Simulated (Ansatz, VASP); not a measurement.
## Sb: VASP beside Ansatz

File INCAR:

```
SYSTEM = Sb
PREC     = Accurate       ! precision mode
ENCUT    = 600            ! plane-wave cutoff, eV
EDIFF    = 1E-6           ! SCF threshold, eV
ISMEAR   = 0              ! smearing method
SIGMA    = 0.1            ! smearing width, eV
LREAL    = .FALSE.        ! projectors in reciprocal space
LASPH    = .TRUE.         ! aspherical terms in the spheres
NELM     = 100            ! most SCF steps
ALGO     = Normal         ! electronic algorithm
ISIF     = 3              ! what is computed and relaxed
LWAVE    = .FALSE.        ! write WAVECAR
LCHARG   = .FALSE.        ! write CHGCAR
GGA      = PE             ! functional
IBRION   = 2              ! ionic algorithm
NSW      = 80             ! ionic steps
EDIFFG   = -0.05          ! ionic threshold
```

File KPOINTS:

```
Automatic mesh
0
G
  10 10 10
  0 0 0
```

POSCAR

```
Sb
1.0
   -1.4035283973      1.4035283973      1.4035283973
    1.4035283973     -1.4035283973      1.4035283973
    1.4035283973      1.4035283973     -1.4035283973
Sb
1
Direct
    0.0000000000      0.0000000000      0.0000000000
```

Input for Ansatz:

```yaml
crystal:
  lattice:
    - [-1.4035283973, 1.4035283973, 1.4035283973]
    - [1.4035283973, -1.4035283973, 1.4035283973]
    - [1.4035283973, 1.4035283973, -1.4035283973]
  atoms:
    - { symbol: Sb, position: [0.0, 0.0, 0.0] }
basis:
  ecutwfc: 420
kpoints:
  mp_grid: { grid: [10, 10, 10] }
hamiltonian:
  xc: pbe
scf:
  occupations: { method: gaussian, width: 0.1 }
output:
  forces: true
  stress: true
  eigenvalues: true
relax:
  adjacent_minimum: "off"
  f_tol: 0.05
  max_steps: 60
  cell: { stress_tol: 0.5 }
```

Alike in both runs: task relaxation of cell and atoms; functional PBE; k mesh 10 × 10 × 10; occupations gaussian, width 0.1 eV; no spin polarisation.

|  | VASP | Ansatz |
| --- | --- | --- |
| version | VASP 6.6.1 | Ansatz 0.2.0 |
| potentials or method | VASP PAW PBE potentials, release 64 (Sb), cutoff 600 eV | scalar-relativistic, plane waves, PAW |
| valence electrons in the cell | 5 | 15 |

VASP gave:

```
gap on the k mesh at the Fermi level, each at its own relaxed structure (eV) : none
relaxed volume (Å³/atom)                                                     : 27.58
relaxed cell length with the largest relative difference (Å)                 : 3.297
```

Question: Which values does Ansatz return?

Answer: gap on the k mesh at the Fermi level, each at its own relaxed structure (eV): none; relaxed volume (Å³/atom): 27.41; relaxed cell length with the largest relative difference (Å): 3.290.

A gap of «none» marks a metal or a gap that the smearing closes. VASP's potentials hold 5 valence electrons a cell and Ansatz's 15, so a difference there can come from the potentials and not from the codes.

Spin-orbit coupling is off throughout. Noted on VASP's run: the volume moved by over 15 % at a fixed basis, so the end points are rough.
